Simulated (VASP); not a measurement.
# BN (P2_1/m) in VASP: a series of runs

Runs on BN. Level: r2SCAN. Tasks: single point.

All numbers are computed with VASP 6.6.1; they aren't measurements. Logs are shortened: lines on timing, memory, paths and dates and some standing lists are left out, and cuts for length are marked.

## 1. The cell of the first run

It takes space group P2_1/m (No. 11, monoclinic). The conventional cell has a = 2.504 Å, b = 6.661 Å, c = 2.504 Å, α = 90.00°, β = 120.00°, γ = 90.00°. B (site symmetry m) has 3 N at 1.45 Å within 1.9 Å. Within 1.9 Å of N (site symmetry m) lie 3 B at 1.45 Å.

## 2. Single point, r2SCAN (mode 4 (47.7 1/cm) frozen in, largest displacement -0.060 Å)

File POSCAR:

```
BN
1.0
    2.5039917043      0.0000000000      0.0000000000
   -1.2519958522      2.1685204268      0.0000000000
    0.0000000000      0.0000000000      6.6612000000
B N
2 2
Direct
    0.3066074843      0.6471019873      0.2500000000
    0.6933925157      0.3528980127      0.7500000000
    0.3600205522      0.6862030668      0.7500000000
    0.6399794478      0.3137969332      0.2500000000
```

File INCAR.step1:

```
SYSTEM = BN
ALGO = Normal
EDIFF = 1E-4
ENCUT = 520
GGA = PE
ISMEAR = 0
LASPH = .True.
LCHARG = .False.
LREAL = .False.
LWAVE = .True.
NBANDS = 16
NELM = 60
PREC = Accurate
SIGMA = 0.05
```

File INCAR.step2:

```
SYSTEM = BN
ALGO = Normal
EDIFF = 1E-7
ENCUT = 520
ISIF = 2
ISMEAR = 0
ISTART = 1
LASPH = .True.
LCHARG = .False.
LMIXTAU = .True.
LREAL = .False.
LWAVE = .False.
METAGGA = R2SCAN
NBANDS = 16
NELM = 60
PREC = Accurate
SIGMA = 0.05
```

File KPOINTS:

```
k-points
0
Gamma
  12 12 4
  0 0 0
```

Potentials or basis: VASP PAW PBE potentials, release 64 (B, N).

Started as:

```bash
> cat potpaw_PBE.64/B/POTCAR potpaw_PBE.64/N/POTCAR > POTCAR
> cp INCAR.step1 INCAR
> mpirun -np 1 vasp_std > vasp.out
> cp INCAR.step2 INCAR
> mpirun -np 1 vasp_std > vasp.out
```

OUTCAR:

```text
SYSTEM = BN
   EDIFF = 1E-7
   ENCUT = 520
   ISIF = 2
   ISMEAR = 0
   ISTART = 1
   LASPH = .True.
   LREAL = .False.
   METAGGA = R2SCAN
   NELM = 60
   PREC = Accurate

 ion  position               nearest neighbor table
   1  0.307  0.647  0.250-   4 1.45   4 1.45   4 1.45
   2  0.693  0.353  0.750-   3 1.45   3 1.45   3 1.45
   3  0.360  0.686  0.750-   2 1.45   2 1.45   2 1.45
   4  0.640  0.314  0.250-   1 1.45   1 1.45   1 1.45

  LATTYP: Found a hexagonal cell.
 ALAT       =     2.5039917043
 C/A-ratio  =     2.6602324555

  Lattice vectors:

 A1 = (   2.5039917043,   0.0000000000,   0.0000000000)
 A2 = (  -1.2519958522,   2.1685204268,   0.0000000000)
 A3 = (   0.0000000000,   0.0000000000,   6.6612000000)

Analysis of symmetry for initial positions (statically):
=====================================================================
 Subroutine PRICEL returns:
 Original cell was already a primitive cell.

 Routine SETGRP: Setting up the symmetry group for a
 hexagonal supercell.

 Subroutine GETGRP returns: Found  4 space group operations
 (whereof  2 operations were pure point group operations)
 out of a pool of 24 trial point group operations.

The static configuration has the point symmetry S_2 .
 The point group associated with its full space group is C_2h.

Analysis of symmetry for dynamics (positions and initial velocities):
=====================================================================
 Subroutine PRICEL returns:
 Original cell was already a primitive cell.

 Routine SETGRP: Setting up the symmetry group for a
 hexagonal supercell.

 Subroutine GETGRP returns: Found  4 space group operations
 (whereof  2 operations were pure point group operations)
 out of a pool of 24 trial point group operations.

The dynamic configuration has the point symmetry S_2 .
 The point group associated with its full space group is C_2h.

 Subroutine INISYM returns: Found  4 space group operations
 (whereof  2 operations are pure point group operations),
 and found     1 'primitive' translations

----------------------------------------------------------------------------------------

                                     Primitive cell

  volume of cell :      36.1700

  direct lattice vectors                    reciprocal lattice vectors
     2.503991704  0.000000000  0.000000000     0.399362345  0.230571958  0.000000000
    -1.251995852  2.168520427  0.000000000     0.000000000  0.461143915  0.000000000
     0.000000000  0.000000000  6.661200000     0.000000000  0.000000000  0.150123101

  length of vectors
     2.503991704  2.503991704  6.661200000     0.461143915  0.461143915  0.150123101

  position of ions in fractional coordinates (direct lattice)
     0.306607484  0.647101987  0.250000000
     0.693392516  0.352898013  0.750000000
     0.360020552  0.686203067  0.750000000
     0.639979448  0.313796933  0.250000000

  ion indices of the primitive-cell ions
   primitive index   ion index
                 1           1
                 2           2
                 3           3
                 4           4

----------------------------------------------------------------------------------------

 KPOINTS: k-points

Automatic generation of k-mesh.
 Grid dimensions read from file:
 generate k-points for:   12   12    4

 Generating k-lattice:

  Cartesian coordinates                     Fractional coordinates (reciprocal lattice)
     0.033280195  0.019214330  0.000000000     0.083333333 -0.000000000  0.000000000
     0.000000000  0.038428660  0.000000000     0.000000000  0.083333333  0.000000000
     0.000000000  0.000000000  0.037530775     0.000000000  0.000000000  0.250000000

  Length of vectors
     0.038428660  0.038428660  0.037530775

  Shift w.r.t. Gamma in fractional coordinates (k-lattice)
     0.000000000  0.000000000  0.000000000

 Subroutine IBZKPT returns following result:
 ===========================================

 Found    222 irreducible k-points:

 Following reciprocal coordinates:
            Coordinates               Weight
  0.000000  0.000000  0.000000      1.000000
  0.083333  0.000000  0.000000      2.000000
  0.000000  0.083333  0.000000      2.000000
 -0.083333  0.083333  0.000000      2.000000
  0.166667  0.000000  0.000000      2.000000
  0.000000  0.166667  0.000000      2.000000
[... 16 lines left out ...]
  0.166667  0.083333  0.000000      2.000000
 -0.083333  0.250000  0.000000      2.000000
 [... further k-points ...]
   k-points           NKPTS =    222   k-points in BZ     NKDIM =    222   number of bands    NBANDS=     16
   number of dos      NEDOS =    301   number of ions     NIONS =      4
   total plane-waves  NPLWV =  20000
   dimension x,y,z NGX =    20 NGY =   20 NGZ =   50
   dimension x,y,z NGXF=    40 NGYF=   40 NGZF=  100
   ions per type =               2   2
   NGX,Y,Z   is equivalent  to a cutoff of  13.28, 13.28, 12.48 a.u.
   NGXF,Y,Z  is equivalent  to a cutoff of  26.56, 26.56, 24.96 a.u.
 SYSTEM =  BN
   PREC   = accura    normal or accurate (medium, high low for compatibility)
   ISTART =      1    job   : 0-new  1-cont  2-samecut
   ICHARG =      0    charge: 1-file 2-atom 10-const
   ISPIN  =      1    spin polarized calculation?
   LNONCOLLINEAR =      F non collinear calculations
   LSORBIT =      F    spin-orbit coupling
   LASPH  =      T    aspherical Exc in radial PAW
   ENCUT  =  520.0 eV  38.22 Ry    6.18 a.u.   4.66  4.66 12.39*2*pi/ulx,y,z
   NELM   =     60;   NELMIN=  2; NELMDL=  0     # of ELM steps
   EDIFF  = 0.1E-06   stopping-criterion for ELM
   LREAL  =      F    real-space projection
   EDIFFG = 0.1E-05   stopping-criterion for IOM
   NSW    =      0    number of steps for IOM
   IBRION =     -1    ionic relax: 0-MD 1-quasi-New 2-CG
   NFREE  =      0    steps in history (QN), initial steepest desc. (CG)
   ISIF   =      2    stress and relaxation
   ISYM   =      2    0-nonsym 1-usesym 2-fastsym
   POTIM  = 0.5000    time-step for ionic-motion
   TEBEG  =    0.0;   TEEND  =   0.0 temperature during run
   PSTRESS=    0.0 pullay stress
   NELECT =      16.0000    total number of electrons
   NUPDOWN=      -1.0000    fix difference up-down
   EMIN   =  10.00;   EMAX   =-10.00  energy-range for DOS
   EFERMI =   0.00;   METHOD = LEGACY
   ISMEAR =     0;   SIGMA  =   0.05  broadening in eV -4-tet -1-fermi 0-gaus
   EFERMI_NEDOS =   21; number of points for ismear=-14 and -15
   IALGO  =     38    algorithm
   IMIX   =      4    mixing-type and parameters
     AMIX     =   0.40;   BMIX     =  1.00
     AMIX_MAG =   1.60;   BMIX_MAG =  1.00
  volume/ion in A,a.u.               =       9.04        61.02
  Fermi-wavevector in a.u.,A,eV,Ry     =   1.247379  2.357205 21.170055  1.555955
  Thomas-Fermi vector in A             =   2.381514
   LORBIT       =      0    0 simple, 1 ext, 2 COOP (PROOUT), +10 PAW based schemes
   METAGGA = R2SCAN    functional components
   LHFCALC =     F    Hartree Fock is set to
   AEXX    =    0.0000 exact exchange contribution
   IVDW    =     0    specifies the selected vdW correction
   LEPSILON=     F    determine dielectric tensor
   LRPA    =     F    only Hartree local field effects (RPA)
 non-spin polarized calculation
 Gauss-broadening in eV      SIGMA  =   0.05
  energy-cutoff  :      520.00
  volume of cell :       36.17
 maximum number of plane-waves:       992
   NGX =  9   NGY =  9   NGZ = 25

 number of electron      15.9999998 magnetization

 Free energy of the ion-electron system (eV)
  ---------------------------------------------------
  ext. energy  EPLUGINS =         0.00000000
  ---------------------------------------------------
  free energy    TOTEN  =       -38.59257414 eV

  energy without entropy =      -38.59257414  energy(sigma->0) =      -38.59257414

 E-fermi :   2.2331     XC(G=0): -10.7172

 val. band max:        2.0304832806   @ k =  -0.4167  -0.2500   0.0000
 cond. band min:       6.6606558371   @ k =   0.5000   0.0000   0.0000
 fundamental gap:      4.6301725566
 Fermi energy:         2.2331144663

 k-point     1 :       0.0000    0.0000    0.0000
  band No.  band energies     occupation
      1     -16.8016      2.00000
      2     -16.5176      2.00000
      3      -4.3720      2.00000
      4      -2.2161      2.00000
      5       0.6351      2.00000
      6       0.6356      2.00000
[... 8 lines left out ...]
     15      15.0401      0.00000
     16      16.3026      0.00000

 k-point     2 :       0.0833    0.0000    0.0000
  band No.  band energies     occupation
      1     -16.6600      2.00000
      2     -16.3805      2.00000
      3      -4.1781      2.00000
      4      -2.0410      2.00000
      5       0.0463      2.00000
      6       0.0791      2.00000
[... 8 lines left out ...]
     15      15.5510      0.00000
     16      15.7458      0.00000

 k-point     3 :       0.0000    0.0833    0.0000
  band No.  band energies     occupation
      1     -16.6600      2.00000
      2     -16.3805      2.00000
      3      -4.1780      2.00000
      4      -2.0413      2.00000
      5       0.0482      2.00000
      6       0.0819      2.00000
[... 8 lines left out ...]
     15      15.5470      0.00000
     16      15.7413      0.00000

 k-point     4 :      -0.0833    0.0833    0.0000
  band No.  band energies     occupation
      1     -16.6600      2.00000
      2     -16.3805      2.00000
      3      -4.1780      2.00000
      4      -2.0412      2.00000
      5       0.0478      2.00000
      6       0.0811      2.00000
[... 8 lines left out ...]
     15      15.5468      0.00000
     16      15.7411      0.00000

 k-point     5 :       0.1667    0.0000    0.0000
  band No.  band energies     occupation
      1     -16.2435      2.00000
      2     -15.9771      2.00000
      3      -3.6035      2.00000
      4      -1.5266      2.00000
      5      -1.4466      2.00000
      6      -1.3972      2.00000
[... 8 lines left out ...]
     15      16.7404      0.00000
     16      16.7545      0.00000

 k-point     6 :       0.0000    0.1667    0.0000
  band No.  band energies     occupation
      1     -16.2433      2.00000
      2     -15.9773      2.00000
      3      -3.6031      2.00000
      4      -1.5282      2.00000
      5      -1.4388      2.00000
      6      -1.4011      2.00000
[... 8 lines left out ...]
     15      16.7255      0.00000
     16      16.7485      0.00000
[... 267 lines left out ...]
 k-point    21 :      -0.0833    0.1667    0.0000
  band No.  band energies     occupation
      1     -16.3807      2.00000
      2     -16.1102      2.00000
      3      -3.7934      2.00000
      4      -1.6972      2.00000
      5      -0.9155      2.00000
      6      -0.8882      2.00000
[... 8 lines left out ...]
     15      15.9246      0.00000
     16      16.8456      0.00000

 k-point    22 :      -0.1667    0.0833    0.0000
  band No.  band energies     occupation
      1     -16.3808      2.00000
      2     -16.1100      2.00000
      3      -3.7936      2.00000
      4      -1.6962      2.00000
      5      -0.9138      2.00000
      6      -0.8948      2.00000
[... 8 lines left out ...]
     15      15.9463      0.00000
     16      16.8518      0.00000

 k-point    23 :       0.1667    0.0833    0.0000
  band No.  band energies     occupation
      1     -15.8401      2.00000
      2     -15.5874      2.00000
      3      -3.0409      2.00000
      4      -2.4931      2.00000
      5      -2.4433      2.00000
      6      -1.0313      2.00000
[... 8 lines left out ...]
     15      17.4588      0.00000
     16      18.4541      0.00000

 k-point    24 :      -0.0833    0.2500    0.0000
  band No.  band energies     occupation
      1     -15.8397      2.00000
      2     -15.5879      2.00000
      3      -3.0400      2.00000
      4      -2.4846      2.00000
      5      -2.4478      2.00000
      6      -1.0342      2.00000
[... 8 lines left out ...]
     15      17.4315      0.00000
     16      18.3507      0.00000

 [... further k-points ...]

------------------------ aborting loop because EDIFF is reached ----------------------------------------

  FORCE on cell =-STRESS in cart. coord.  units (eV):
  Direction    XX          YY          ZZ          XY          YZ          ZX
  --------------------------------------------------------------------------------------
  -------------------------------------------------------------------------------------
  Total       -0.1567163     -0.1276298      0.1351834     -0.0146155      0.0000000      0.0000000
  in kB       -6.9418610     -5.6534543      5.9880451     -0.6474047      0.0000000      0.0000000
  external PRESSURE =      -2.2024234 kB  Pullay stress =       0.0000000 kB

 VOLUME and BASIS-vectors are now :
 -----------------------------------------------------------------------------
  energy-cutoff  :      520.00
  volume of cell :       36.17
      direct lattice vectors                 reciprocal lattice vectors
     2.503991704  0.000000000  0.000000000     0.399362345  0.230571958  0.000000000
    -1.251995852  2.168520427  0.000000000     0.000000000  0.461143915  0.000000000
     0.000000000  0.000000000  6.661200000     0.000000000  0.000000000  0.150123101

 POSITION                                       TOTAL-FORCE (eV/Angst)
 -----------------------------------------------------------------------------------
     -0.04243      1.40325      1.66530         0.004762      0.003918      0.000000
      1.29442      0.76527      4.99590        -0.004762     -0.003918      0.000000
      0.04237      1.48805      4.99590        -0.002904     -0.005050     -0.000000
      1.20963      0.68048      1.66530         0.002904      0.005050      0.000000
 -----------------------------------------------------------------------------------
    total drift:                                0.000000     -0.000000     -0.000000

  FREE ENERGIE OF THE ION-ELECTRON SYSTEM (eV)
  ---------------------------------------------------
  free  energy   TOTEN  =       -38.5925741399 eV

  energy  without entropy=      -38.5925741399  energy(sigma->0) =      -38.59257414
```

It took 3.3 min on 1 thread of Intel Xeon 6975P-C (Granite Rapids), shared host; peak memory 0.23 GiB.

Results:

- Free energy: -38.5926 eV
- Pressure: -0.2 GPa
- Largest force: 0.006 eV/Å
- Band gap on the k mesh: 4.63 eV, indirect (least direct gap 5.03 eV)

Forces on the atoms (eV/Å):
```
B    0.005  0.004  0.000
B   -0.005 -0.004  0.000
N   -0.003 -0.005  0.000
N    0.003  0.005  0.000
```

Caveat: the cell differs from its parent crystal (mode 4 (47.7 1/cm) frozen in, largest displacement -0.060 Å); the PAW data sets were made with another functional, which shifts forces and pressure a little.

## 3. Single point, r2SCAN (mode 4 (47.7 1/cm) frozen in, largest displacement +0.030 Å)

File POSCAR:

```
BN
1.0
    2.5039917043      0.0000000000      0.0000000000
   -1.2519958522      2.1685204268      0.0000000000
    0.0000000000      0.0000000000      6.6612000000
B N
2 2
Direct
    0.3466962579      0.6764490064      0.2500000000
    0.6533037421      0.3235509936      0.7500000000
    0.3199897239      0.6568984666      0.7500000000
    0.6800102761      0.3431015334      0.2500000000
```

File INCAR.step1:

```
SYSTEM = BN
PREC = Accurate ; ENCUT = 520
ISMEAR = 0 ; SIGMA = 0.05
LREAL = .False. ; LASPH = .True.
NELM = 60 ; NBANDS = 16
GGA = PE ; ALGO = Normal
EDIFF = 1E-4 ; LWAVE = .True.
LCHARG = .False.
```

File INCAR.step2:

```
SYSTEM = BN
PREC = Accurate ; ENCUT = 520
EDIFF = 1E-7 ; ISMEAR = 0
SIGMA = 0.05 ; LREAL = .False.
LASPH = .True. ; NELM = 60
ALGO = Normal ; ISIF = 2
LWAVE = .False. ; LCHARG = .False.
METAGGA = R2SCAN ; LMIXTAU = .True.
NBANDS = 16 ; ISTART = 1
```

File KPOINTS:

```
Automatic mesh
0
Gamma
  12 12 4
  0 0 0
```

Potentials or basis: VASP PAW PBE potentials, release 64 (B, N).

Started as:

```bash
> cat potpaw_PBE.64/B/POTCAR potpaw_PBE.64/N/POTCAR > POTCAR
> cp INCAR.step1 INCAR
> mpirun -np 1 vasp_std > vasp.out
> cp INCAR.step2 INCAR
> mpirun -np 1 vasp_std > vasp.out
```

Wall time 4.4 min (1 thread of Intel Xeon 6975P-C (Granite Rapids), shared host); peak memory 0.23 GiB.

Results (log left out):

```
Free energy            : -38.5931 eV
Pressure               : -0.2 GPa
Largest force          : 0.004 eV/Å
Band gap on the k mesh : 4.79 eV, indirect (least direct gap 5.21 eV)
```

Forces in eV/Å, atoms in the order of the input:
```
B   -0.002 -0.002  0.000
B    0.002  0.002  0.000
N    0.003  0.003  0.000
N   -0.003 -0.003  0.000
```

Stress tensor (GPa, compression positive):
```
-0.59  0.03  0.00
 0.03 -0.65  0.00
 0.00  0.00  0.58
```

Levels at points of the mesh, in eV from the valence-band top:
```tsv
k point	band 6	band 7	band 8	band 9	band 10	band 11
(0.00, 0.00, 0.00)	-1.37	-1.33	-1.33	5.60	11.03	12.28
(0.50, 0.00, 0.00)	-4.24	-1.42	-0.50	4.97	6.21	10.20
(0.00, 0.50, 0.00)	-4.24	-1.47	-0.42	4.79	6.37	10.19
(0.50, 0.50, 0.00)	-4.24	-1.46	-0.44	4.83	6.33	10.19
(0.00, 0.00, 0.50)	-1.35	-1.35	-1.35	8.08	8.08	12.35
(0.50, 0.00, 0.50)	-4.27	-0.93	-0.93	5.33	5.33	10.62
(0.00, 0.50, 0.50)	-4.27	-0.93	-0.93	5.33	5.33	10.61
(0.50, 0.50, 0.50)	-4.27	-0.93	-0.93	5.33	5.33	10.62
```

Caveat: the cell differs from its parent crystal (mode 4 (47.7 1/cm) frozen in, largest displacement +0.030 Å); the PAW data sets were made with another functional, which shifts forces and pressure a little. A k mesh can miss the band edges.
